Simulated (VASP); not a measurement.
# AlPt3C: relaxation of cell and atoms with r2SCAN

Crystal: AlPt3C.

```
CELL_PARAMETERS angstrom
4.15259 0.00000 0.00000
0.00000 4.15259 0.00000
0.00000 0.00000 4.15259
ATOMIC_POSITIONS crystal
Al 0.00000 0.00000 0.00000
C 0.50000 0.50000 0.50000
Pt 0.50000 0.50000 0.00000
Pt 0.00000 0.50000 0.50000
Pt 0.50000 0.00000 0.50000
```

| Item | Value |
| --- | --- |
| Program | VASP 6.6.1 |
| Task | relaxation of cell and atoms |
| Functional | r2SCAN |
| Potentials or basis | VASP PAW PBE potentials, release 64 (Al, C, Pt) |
| Cutoff | 600 eV |
| k mesh | 6 × 6 × 6 |
| Occupations | gaussian, width 0.1 eV |
| Spin | no spin polarisation |
| Dipole correction | no |
| Further INCAR settings | ALGO = Normal; EDIFF = 1e-07; IBRION = 2; EDIFFG = -0.02; NSW = 80; ISIF = 3 |

| Quantity | Value |
| --- | --- |
| Relaxed volume | 14.35 Å³/atom |
| Relaxed cell | a = 4.156 Å, b = 4.156 Å, c = 4.156 Å, α = 90.00°, β = 90.00°, γ = 90.00° |
| Space group after relaxing (to 0.05 Å) | Pm-3m (No. 221) |
| Energy gained by relaxing | 0.0 meV/atom |
| Ionic steps | 3 |
| Pressure after relaxing | 0.0 GPa |

Step by step:
```csv
step,energy change (eV),largest force (eV/Å),pressure (GPa),volume (Å³)
1,0.0000,0.0000,0.49,71.61
2,0.0006,0.0000,-0.91,72.06
3,-0.0002,0.0000,0.01,71.76
```

Final structure:
```xyz
5
Lattice="4.1556 0.0000 0.0000 0.0000 4.1556 0.0000 0.0000 0.0000 4.1556" Properties=species:S:1:pos:R:3 pbc="T T T"
Al    0.0000    0.0000    0.0000
C     2.0778    2.0778    2.0778
Pt    2.0778    2.0778    0.0000
Pt    0.0000    2.0778    2.0778
Pt    2.0778    0.0000    2.0778
```

Levels at points of the mesh, in eV from the Fermi level:
```
           k point  band 15  band 16  band 17  band 18  band 19  band 20  band 21  band 22
(0.00, 0.00, 0.00)    -2.94    -1.12    -1.08    -1.08    -1.08     1.19     1.19     1.19
(0.50, 0.00, 0.00)    -3.04    -2.45    -1.08    -0.31    -0.31     1.34     3.19     3.88
(0.50, 0.50, 0.00)    -2.85    -2.42    -1.78    -0.54    -0.54     1.02     2.22     5.01
(0.50, 0.50, 0.50)    -2.58    -2.58    -1.30    -1.30    -1.30     0.99     0.99     0.99
```

It took 10 min on 1 thread of Intel Xeon 8259CL, on a shared host, peak memory 0.26 GiB.

Caveat: the PAW data sets were made with another functional, which shifts forces and pressure a little; spin-orbit coupling is left out, which moves the levels of the heavy elements.
